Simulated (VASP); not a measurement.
Set up this calculation in VASP 6.6.1, as the native input.

```yaml
Task: electric field gradients
Functional: RPBE
Potentials_or_basis: VASP PAW PBE potentials, release 64 (Rb_sv, Cl)
Cutoff: 400 eV
k_mesh: 10 × 10 × 10
Occupations: fermi-dirac, width 0.05 eV
Spin: no spin polarisation
Dipole_correction: no
Further_INCAR_settings: ALGO = Normal; EDIFF = 1e-08; NBANDS = 15
```

The structure of RbCl (rocksalt type) lies in POSCAR:

```
RbCl
1.0
    0.0000000000      3.3208179441      3.3208179441
    3.3208179441      0.0000000000      3.3208179441
    3.3208179441      3.3208179441      0.0000000000
Rb Cl
1 1
Direct
    0.0000000000      0.0000000000      0.0000000000
    0.5000000000      0.5000000000      0.5000000000
```

One way to write it, as run:

INCAR

```
  PREC = Accurate
  ENCUT = 400
  EDIFF = 1E-8
  ISMEAR = -1
  SIGMA = 0.05
  LREAL = F
  LASPH = T
  NELM = 120
  ALGO = Normal
  ISIF = 2
  LWAVE = F
  LCHARG = F
  GGA = RP
  LEFG = T
  NBANDS = 15
  GGA_COMPAT = F
```

KPOINTS

```
Automatic mesh
0
Gamma
  10 10 10
```

Potentials or basis: VASP PAW PBE potentials, release 64 (Rb_sv, Cl).

Run with:

```console
$ cat potpaw_PBE.64/Rb_sv/POTCAR potpaw_PBE.64/Cl/POTCAR > POTCAR
$ mpirun -np 1 vasp_std > vasp.out
```

It gave:

```
Pressure               : 1.8 GPa
Band gap on the k mesh : 5.25 eV, direct
```

Caveat: without QUAD_EFG the Cq values of the log hold for a quadrupole moment of 1 mb, not for the nuclei; the PAW data sets were made with another functional, which shifts forces and pressure a little.

Wall time 24 s on 1 thread of AMD EPYC 9R14 (Zen 4), on a shared host, peak memory 0.15 GiB.
